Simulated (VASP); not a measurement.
# TiO2 (C2/c) in VASP: further runs

The runs below take TiO2 through single point, with PBEsol, LDA.

All numbers are computed with VASP 6.6.1; they aren't measurements. Logs are shortened: lines on timing, memory, paths and dates and some standing lists are left out, and cuts for length are marked.

**1. The cell of the first run**

It takes space group C2/c (No. 15, monoclinic). The conventional cell has a = 5.412 Å, b = 5.413 Å, c = 5.472 Å, α = 90.00°, β = 118.77°, γ = 90.00°. Within 2.6 Å of Ti (site symmetry 2) lie 6 O at 1.93 to 2.00 Å. Within 2.6 Å of O (site symmetry 1) lie 3 Ti at 1.93 to 2.00 Å and 2 O at 2.50 Å.

**2. Single point, PBEsol**

Contents of INCAR:

```
SYSTEM = TiO2
  ALGO = Normal
  EDIFF = 1E-6
  ENCUT = 520
  GGA = PS
  ISIF = 2
  ISMEAR = -1
  LASPH = .True.
  LCHARG = .False.
  LREAL = .False.
  LWAVE = .False.
  NBANDS = 33
  NELM = 100
  PREC = Accurate
  SIGMA = 0.05
```

Contents of KPOINTS:

```
k-points
0
Gamma
  8 8 6
  0 0 0
```

Contents of POSCAR:

```
TiO2
1.0
    2.7060340000     -2.7066550000      0.0000000000
    2.7060340000      2.7066550000      0.0000000000
   -2.6335310000      0.0000000000      4.7966370000
Ti O
2 4
Direct
    0.8658900000      0.1341100000      0.7500000000
    0.1341100000      0.8658900000      0.2500000000
    0.0887550000      0.3312210000      0.1671490000
    0.9112450000      0.6687790000      0.8328510000
    0.6687790000      0.9112450000      0.3328510000
    0.3312210000      0.0887550000      0.6671490000
```

Potentials or basis: VASP PAW PBE potentials, release 64 (Ti_sv, O).

Launch:

```bash
$ cat potpaw_PBE.64/Ti_sv/POTCAR potpaw_PBE.64/O/POTCAR > POTCAR
$ mpirun -np 1 vasp_std > vasp.out
```

OUTCAR:

```text
SYSTEM = TiO2
   EDIFF = 1E-6
   ENCUT = 520
   GGA = PS
   ISIF = 2
   ISMEAR = -1
   LASPH = .True.
   LREAL = .False.
   NELM = 100
   PREC = Accurate

 ion  position               nearest neighbor table
   1  0.866  0.134  0.750-   4 1.93   6 1.93   6 1.98   4 1.98   3 2.00   5 2.00
   2  0.134  0.866  0.250-   5 1.93   3 1.93   5 1.98   3 1.98   6 2.00   4 2.00
   3  0.089  0.331  0.167-   2 1.93   2 1.98   1 2.00
   4  0.911  0.669  0.833-   1 1.93   1 1.98   2 2.00
   5  0.669  0.911  0.333-   2 1.93   2 1.98   1 2.00
   6  0.331  0.089  0.667-   1 1.93   1 1.98   2 2.00

  LATTYP: Found a base centered monoclinic cell.
 ALAT       =     5.4120680000
 B/A-ratio  =     1.0002294871
 C/A-ratio  =     1.0110809974
 COS(beta)  =    -0.4812705001

  Lattice vectors:

 A1 = (   2.7060340000,  -2.7066550000,   0.0000000000)
 A2 = (   2.7060340000,   2.7066550000,   0.0000000000)
 A3 = (  -2.6335310000,   0.0000000000,   4.7966370000)

Analysis of symmetry for initial positions (statically):
=====================================================================
 Subroutine PRICEL returns:
 Original cell was already a primitive cell.

 Routine SETGRP: Setting up the symmetry group for a
 base centered monoclinic supercell.

 Subroutine GETGRP returns: Found  4 space group operations
 (whereof  2 operations were pure point group operations)
 out of a pool of  4 trial point group operations.

The static configuration has the point symmetry S_2 .
 The point group associated with its full space group is C_2h.

Analysis of symmetry for dynamics (positions and initial velocities):
=====================================================================
 Subroutine PRICEL returns:
 Original cell was already a primitive cell.

 Routine SETGRP: Setting up the symmetry group for a
 base centered monoclinic supercell.

 Subroutine GETGRP returns: Found  4 space group operations
 (whereof  2 operations were pure point group operations)
 out of a pool of  4 trial point group operations.

The dynamic configuration has the point symmetry S_2 .
 The point group associated with its full space group is C_2h.

 Subroutine INISYM returns: Found  4 space group operations
 (whereof  2 operations are pure point group operations),
 and found     1 'primitive' translations

----------------------------------------------------------------------------------------

                                     Primitive cell

  volume of cell :      70.2640

[... 98 lines left out ...]
   EDIFFG = 0.1E-04   stopping-criterion for IOM
   NSW    =      0    number of steps for IOM
   IBRION =     -1    ionic relax: 0-MD 1-quasi-New 2-CG
   NFREE  =      0    steps in history (QN), initial steepest desc. (CG)
   ISIF   =      2    stress and relaxation
   ISYM   =      2    0-nonsym 1-usesym 2-fastsym
   POTIM  = 0.5000    time-step for ionic-motion
   TEBEG  =    0.0;   TEEND  =   0.0 temperature during run
   PSTRESS=    0.0 pullay stress
   NELECT =      48.0000    total number of electrons
   NUPDOWN=      -1.0000    fix difference up-down
   EMIN   =  10.00;   EMAX   =-10.00  energy-range for DOS
   EFERMI =   0.00;   METHOD = LEGACY
   ISMEAR =    -1;   SIGMA  =   0.05  broadening in eV -4-tet -1-fermi 0-gaus
   EFERMI_NEDOS =   21; number of points for ismear=-14 and -15
   IALGO  =     38    algorithm
   IMIX   =      4    mixing-type and parameters
     AMIX     =   0.40;   BMIX     =  1.00
     AMIX_MAG =   1.60;   BMIX_MAG =  1.00
  volume/ion in A,a.u.               =      11.71        79.03
  Fermi-wavevector in a.u.,A,eV,Ry     =   1.441820  2.724644 28.284385  2.078844
  Thomas-Fermi vector in A             =   2.560409
   LORBIT       =      0    0 simple, 1 ext, 2 COOP (PROOUT), +10 PAW based schemes
   GGA     = PS    functional components
   LHFCALC =     F    Hartree Fock is set to
   AEXX    =    0.0000 exact exchange contribution
   IVDW    =     0    specifies the selected vdW correction
   LEPSILON=     F    determine dielectric tensor
   LRPA    =     F    only Hartree local field effects (RPA)
 non-spin polarized calculation
  energy-cutoff  :      520.00
  volume of cell :       70.26
 maximum number of plane-waves:      1908
   NGX = 15   NGY = 15   NGZ = 21

 number of electron      47.9999994 magnetization

 Free energy of the ion-electron system (eV)
  ---------------------------------------------------
  ext. energy  EPLUGINS =         0.00000000
  ---------------------------------------------------
  free energy    TOTEN  =       -56.16263519 eV

  energy without entropy =      -56.16263519  energy(sigma->0) =      -56.16263519

 E-fermi :   4.0426     XC(G=0): -10.8611

 val. band max:        2.9865770855   @ k =   0.5000   0.5000   0.0000
 cond. band min:       4.9957988556   @ k =   0.0000   0.0000   0.0000
 fundamental gap:      2.0092217701
 Fermi energy:         4.0426428536

 k-point     1 :       0.0000    0.0000    0.0000
  band No.  band energies     occupation
      1     -53.2517      2.00000
      2     -53.1972      2.00000
      3     -29.7941      2.00000
      4     -29.5731      2.00000
      5     -29.5726      2.00000
      6     -29.5102      2.00000
[... 853 lines left out ...]
     32       8.6521      0.00000
     33       8.8439      0.00000

 [... further k-points ...]

------------------------ aborting loop because EDIFF is reached ----------------------------------------

  FORCE on cell =-STRESS in cart. coord.  units (eV):
  Direction    XX          YY          ZZ          XY          YZ          ZX
  --------------------------------------------------------------------------------------
  -------------------------------------------------------------------------------------
  Total       -3.0671501     -3.0820064     -2.9457310      0.0000000      0.0000000     -0.1490874
  in kB      -69.9379045    -70.2766613    -67.1692766      0.0000000      0.0000000     -3.3995282
  external PRESSURE =     -69.1279475 kB  Pullay stress =       0.0000000 kB

 VOLUME and BASIS-vectors are now :
 -----------------------------------------------------------------------------
  energy-cutoff  :      520.00
  volume of cell :       70.26
      direct lattice vectors                 reciprocal lattice vectors
     2.706034000 -2.706655000  0.000000000     0.184772253 -0.184729860  0.101446796
     2.706034000  2.706655000  0.000000000     0.184772253  0.184729860  0.101446796
    -2.633531000  0.000000000  4.796637000     0.000000000  0.000000000  0.208479399

 POSITION                                       TOTAL-FORCE (eV/Angst)
 -----------------------------------------------------------------------------------
      0.73089     -1.98068      3.59748        -0.000000     -0.061073     -0.000000
      2.04765      1.98068      1.19916         0.000000      0.061073      0.000000
      0.69628      0.65627      0.80175         0.007827      0.036528     -0.210872
      2.08226     -0.65627      3.99488        -0.007827     -0.036528      0.210872
      3.39903      0.65627      1.59657        -0.007827      0.036528      0.210872
     -0.62049     -0.65627      3.20007         0.007827     -0.036528     -0.210872
 -----------------------------------------------------------------------------------
    total drift:                               -0.000000      0.000000     -0.000000

  FREE ENERGIE OF THE ION-ELECTRON SYSTEM (eV)
  ---------------------------------------------------
  free  energy   TOTEN  =       -56.1626351853 eV

  energy  without entropy=      -56.1626351852  energy(sigma->0) =      -56.16263519
```

OSZICAR:

```text
N       E                     dE             d eps       ncg     rms          rms(c)
DAV:   1     0.659561183177E+03    0.65956E+03   -0.24432E+04  7524   0.169E+03
DAV:   2     0.293951690114E+02   -0.63017E+03   -0.58589E+03  8323   0.511E+02
DAV:   3    -0.664557132163E+02   -0.95851E+02   -0.94323E+02 10365   0.189E+02
DAV:   4    -0.724325750083E+02   -0.59769E+01   -0.59649E+01 11631   0.446E+01
DAV:   5    -0.727048131546E+02   -0.27224E+00   -0.27221E+00  9674   0.699E+00    0.309E+01
DAV:   6    -0.565529182028E+02    0.16152E+02   -0.75785E+01 10681   0.865E+01    0.113E+01
DAV:   7    -0.564654793593E+02    0.87439E-01   -0.14726E+01 10172   0.322E+01    0.917E+00
DAV:   8    -0.562221778570E+02    0.24330E+00   -0.63406E-01  9998   0.752E+00    0.562E+00
DAV:   9    -0.562056928209E+02    0.16485E-01   -0.65851E-01 10777   0.868E+00    0.211E+00
DAV:  10    -0.561784668929E+02    0.27226E-01   -0.31857E-01 10548   0.580E+00    0.109E+00
DAV:  11    -0.561629051842E+02    0.15562E-01   -0.61194E-02  9572   0.160E+00    0.363E-01
DAV:  12    -0.561629945989E+02   -0.89415E-04   -0.69812E-03  8968   0.963E-01    0.169E-01
DAV:  13    -0.561626426375E+02    0.35196E-03   -0.94368E-04 10145   0.371E-01    0.415E-02
DAV:  14    -0.561626362875E+02    0.63500E-05   -0.18731E-04 10288   0.126E-01    0.216E-02
DAV:  15    -0.561626354743E+02    0.81325E-06   -0.28802E-05 10065   0.536E-02    0.748E-03
DAV:  16    -0.561626351853E+02    0.28897E-06   -0.49246E-06  8230   0.136E-02
   1 F= -.56162635E+02 E0= -.56162635E+02  d E =-.132524E-09
```

Wall time 7 min (1 thread of AMD EPYC 7R43 (Zen 3), shared host); peak memory 0.26 GiB.

Results:

```yaml
Free_energy: -56.1626 eV
Pressure: -6.9 GPa
Largest_force: 0.214 eV/Å
Band_gap_on_the_k_mesh: 2.01 eV, indirect (least direct gap 2.35 eV)
```

Forces on the atoms (eV/Å):
```
Ti   0.000 -0.061  0.000
Ti   0.000  0.061  0.000
O    0.008  0.037 -0.211
O   -0.008 -0.037  0.211
O   -0.008  0.037  0.211
O    0.008 -0.037 -0.211
```

Levels at points of the mesh, in eV from the valence-band top:
```csv
k point,band 22,band 23,band 24,band 25,band 26,band 27
"(0.00, 0.00, 0.00)",-0.72,-0.44,-0.44,2.01,2.74,3.78
"(0.50, 0.00, 0.00)",-0.91,-0.87,-0.62,3.17,3.32,3.36
"(0.50, 0.50, 0.00)",-1.88,-0.01,0.00,3.19,3.23,3.50
"(0.00, 0.00, 0.50)",-1.25,-0.12,-0.12,2.36,2.36,3.61
"(0.50, 0.00, 0.50)",-0.89,-0.87,-0.62,3.02,3.43,3.45
"(0.50, 0.50, 0.50)",-2.03,-0.02,-0.02,3.21,3.21,3.68
```

Caveat: the PAW data sets were made with another functional, which shifts forces and pressure a little. A k mesh can miss the band edges.

**3. Single point, LDA (volume scaled by 1.02)**

Contents of INCAR:

```
PREC = Accurate
ENCUT = 520
EDIFF = 1E-6
ISMEAR = -1
SIGMA = 0.05
LREAL = F
LASPH = T
NELM = 100
ALGO = Normal
ISIF = 2
LWAVE = F
LCHARG = F
GGA = CA
NBANDS = 33
```

Contents of KPOINTS:

```
regular mesh
0
Gamma
  8 8 6
```

POSCAR, as its differences from that of step 2:

```diff
@@ -2,5 +2,5 @@
 1.0
-    2.7060340000     -2.7066550000      0.0000000000
-    2.7060340000      2.7066550000      0.0000000000
-   -2.6335310000      0.0000000000      4.7966370000
+    2.7239552772     -2.7245803899      0.0000000000
+    2.7239552772      2.7245803899      0.0000000000
+   -2.6509721109      0.0000000000      4.8284037337
 Ti O
```

Potentials or basis: VASP PAW LDA potentials, release 64 (Ti_sv, O).

Launch:

```bash
$ cat potpaw_LDA.64/Ti_sv/POTCAR potpaw_LDA.64/O/POTCAR > POTCAR
$ mpirun -np 1 vasp_std > vasp.out
```

It took 4.5 min on 1 thread of Intel Xeon 6975P-C, shared host; peak memory 0.31 GiB.

Results (log left out):

```
Free energy            : -58.5660 eV
Pressure               : -15.4 GPa
Largest force          : 0.418 eV/Å
Band gap on the k mesh : 1.91 eV, indirect (least direct gap 2.25 eV)
```

Forces in eV/Å, atoms in the order of the input:
```
Ti   0.000 -0.044  0.000
Ti   0.000  0.044  0.000
O    0.027  0.064 -0.412
O   -0.027 -0.064  0.412
O   -0.027  0.064  0.412
O    0.027 -0.064 -0.412
```

Stress tensor (GPa, compression positive):
```
-15.43   0.00  -0.56
  0.00 -15.45   0.00
 -0.56   0.00 -15.35
```

Levels at points of the mesh, in eV from the valence-band top:
| k point | band 21 | band 22 | band 23 | band 24 | band 25 | band 26 | band 27 | band 28 |
| --- | --- | --- | --- | --- | --- | --- | --- | --- |
| (0.00, 0.00, 0.00) | -0.79 | -0.73 | -0.43 | -0.42 | 1.91 | 2.62 | 3.62 | 3.63 |
| (0.50, 0.00, 0.00) | -1.85 | -0.90 | -0.89 | -0.62 | 3.03 | 3.18 | 3.22 | 3.45 |
| (0.50, 0.50, 0.00) | -2.16 | -1.86 | -0.01 | 0.00 | 3.05 | 3.09 | 3.36 | 3.69 |
| (0.00, 0.00, 0.50) | -1.25 | -1.25 | -0.13 | -0.13 | 2.25 | 2.25 | 3.46 | 3.46 |
| (0.50, 0.00, 0.50) | -1.85 | -0.90 | -0.88 | -0.62 | 2.89 | 3.29 | 3.30 | 3.35 |
| (0.50, 0.50, 0.50) | -2.01 | -2.01 | -0.02 | -0.02 | 3.08 | 3.08 | 3.53 | 3.53 |

**4. Single point, PBEsol (volume scaled by 1.02)**

Contents of INCAR:

```
SYSTEM = TiO2
  PREC = Accurate
  ENCUT = 520
  EDIFF = 1E-6
  ISMEAR = -1
  SIGMA = 0.05
  LREAL = .False.
  LASPH = .True.
  NELM = 80
  ALGO = Normal
  ISIF = 2
  LWAVE = .False.
  LCHARG = .True.
  GGA = PS
  LELF = .True.
  LVHAR = .True.
  NBANDS = 33
```

Contents of KPOINTS:

```
regular mesh
0
Gamma
  8 8 6
  0 0 0
```

POSCAR is that of step 3.

Potentials or basis: VASP PAW PBE potentials, release 64 (Ti_sv, O).

Launch:

```bash
$ cat potpaw_PBE.64/Ti_sv/POTCAR potpaw_PBE.64/O/POTCAR > POTCAR
$ mpirun -np 1 vasp_std > vasp.out
```

It took 5 min on 1 thread of Intel Xeon 6975P-C, shared host; peak memory 0.33 GiB.

Results (log left out):

```yaml
Free_energy: -56.0877 eV
Pressure: -10.6 GPa
Largest_force: 0.321 eV/Å
Band_gap_on_the_k_mesh: 1.97 eV, indirect (least direct gap 2.31 eV)
```

Forces on the atoms (eV/Å):
```
Ti   0.000 -0.038  0.000
Ti   0.000  0.038  0.000
O    0.023  0.056 -0.315
O   -0.023 -0.056  0.315
O   -0.023  0.056  0.315
O    0.023 -0.056 -0.315
```

Stress tensor (GPa, compression positive):
```
-10.58   0.00  -0.49
  0.00 -10.61   0.00
 -0.49   0.00 -10.49
```

Levels at points of the mesh, in eV from the valence-band top:
```csv
k point,band 21,band 22,band 23,band 24,band 25,band 26,band 27,band 28
"(0.00, 0.00, 0.00)",-0.78,-0.73,-0.43,-0.42,1.97,2.67,3.68,3.68
"(0.50, 0.00, 0.00)",-1.83,-0.89,-0.88,-0.62,3.08,3.23,3.26,3.50
"(0.50, 0.50, 0.00)",-2.14,-1.85,-0.01,0.00,3.10,3.14,3.40,3.73
"(0.00, 0.00, 0.50)",-1.25,-1.25,-0.13,-0.13,2.30,2.30,3.51,3.51
"(0.50, 0.00, 0.50)",-1.84,-0.89,-0.86,-0.62,2.95,3.33,3.36,3.39
"(0.50, 0.50, 0.50)",-1.99,-1.99,-0.02,-0.02,3.12,3.12,3.57,3.57
```

Caveat: the PAW data sets were made with another functional, which shifts forces and pressure a little.

**5. Summary**

```csv
level,potentials or basis,cell,gap on the mesh (eV),pressure (GPa),largest force (eV/Å)
PBEsol,"VASP PAW PBE potentials, release 64 (Ti_sv, O)","a = 3.827, b = 3.827, c = 5.472 Å, angles 109.9, 109.9, 90.0°, 6 atoms",2.01,-6.9,0.21
LDA,"VASP PAW LDA potentials, release 64 (Ti_sv, O)","a = 3.853, b = 3.853, c = 5.508 Å, angles 109.9, 109.9, 90.0°, 6 atoms",1.91,-15.4,0.42
PBEsol,"VASP PAW PBE potentials, release 64 (Ti_sv, O)","a = 3.853, b = 3.853, c = 5.508 Å, angles 109.9, 109.9, 90.0°, 6 atoms",1.97,-10.6,0.32
```

Alike in all rows: task single point; no spin polarisation; k mesh 8 × 8 × 6; cutoff (eV) 520; smearing fermi-dirac 0.05 eV.

Caveats: the PAW data sets were made with another functional, which shifts forces and pressure a little (some runs).

Total energies depend on the potentials used, so only differences within one code and one set of settings carry meaning.
